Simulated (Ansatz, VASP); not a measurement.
## Cs in VASP and in Ansatz

```
Cs
1.0
    -2.75008    2.75008    4.09724
     2.75008   -2.75008    4.09724
     2.75008    2.75008   -4.09724
Cs
1
Direct
  0.00000 0.00000 0.00000
```

Alike in both runs: task single point; functional PBE; k mesh 7 × 7 × 7; occupations fermi-dirac, width 0.05 eV; no spin polarisation.

```csv
,VASP,Ansatz
version,VASP 6.6.1,Ansatz 0.2.0
potentials or method,"VASP PAW PBE potentials, release 64 (Cs_sv), cutoff 520 eV","all-electron LAPW, scalar-relativistic"
```

|  | VASP | Ansatz | Ansatz less VASP |
| --- | --- | --- | --- |
| gap on the k mesh at the Fermi level (eV) | none | none | - |
| pressure (GPa) | -0.1 | -0.1 | +0.01 |

A gap of «none» marks a metal or a gap that the smearing closes. Ansatz ran all-electron here, and VASP with PAW potentials.

Neither program's run includes spin-orbit coupling.
